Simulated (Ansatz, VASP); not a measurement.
**Pb: VASP beside Ansatz**

File POSCAR:

```
Pb
1.0
    0.0000000000      3.3687966822      3.3687966822
    3.3687966822      0.0000000000      3.3687966822
    3.3687966822      3.3687966822      0.0000000000
Pb
2
Direct
    0.2500000000      0.2500000000      0.2500000000
    0.0000000000      0.0000000000      0.0000000000
```

The input INCAR.step1:

```
SYSTEM = Pb
ALGO = Normal
EDIFF = 1E-4
ENCUT = 520
GGA = PE
ISMEAR = -1
LASPH = .TRUE.
LCHARG = .FALSE.
LREAL = .FALSE.
LWAVE = .TRUE.
NBANDS = 21
NELM = 100
PREC = Accurate
SIGMA = 0.05
```

The input INCAR.step2:

```
SYSTEM = Pb
ALGO = Normal
EDIFF = 1E-6
ENCUT = 520
ISIF = 2
ISMEAR = -1
ISTART = 1
LASPH = .TRUE.
LCHARG = .FALSE.
LMIXTAU = .TRUE.
LREAL = .FALSE.
LWAVE = .FALSE.
METAGGA = R2SCAN
NBANDS = 21
NELM = 100
PREC = Accurate
SIGMA = 0.05
```

Contents of KPOINTS:

```
k-points
0
G
  7 7 7
  0 0 0
```

Contents of input.yaml:

```yaml
crystal:
  lattice:
    - [0.0, 3.3687966822, 3.3687966822]
    - [3.3687966822, 0.0, 3.3687966822]
    - [3.3687966822, 3.3687966822, 0.0]
  atoms:
    - { symbol: Pb, position: [0.25, 0.25, 0.25] }
    - { symbol: Pb, position: [0.0, 0.0, 0.0] }
hamiltonian:
  xc: r2scan
  pseudopotentials: { kind: paw }
kpoints:
  mp_grid: { grid: [7, 7, 7] }
scf:
  occupations: { method: fermi_dirac, width: 0.05 }
output:
  forces: true
  stress: true
  eigenvalues: true
```

Alike in both runs: task single point; functional r2SCAN; k mesh 7 × 7 × 7; occupations fermi-dirac, width 0.05 eV; no spin polarisation.

|  | VASP | Ansatz |
| --- | --- | --- |
| version | VASP 6.6.1 | Ansatz 0.2.0 |
| potentials or method | VASP PAW PBE potentials, release 64 (Pb_d) | Ansatz PAW |
| plane-wave cutoff (eV) | 520 | 500 |
| valence electrons in the cell | 28 | 28 |

|  | VASP | Ansatz | Ansatz less VASP |
| --- | --- | --- | --- |
| gap on the k mesh at the Fermi level (eV) | none | none | - |
| pressure (GPa) | 3.6 | 3.6 | +0.01 |

VASP's potentials were made for PBE, not for r2SCAN. A gap of «none» marks a metal or a gap that the smearing closes.

Neither program's run includes spin-orbit coupling.
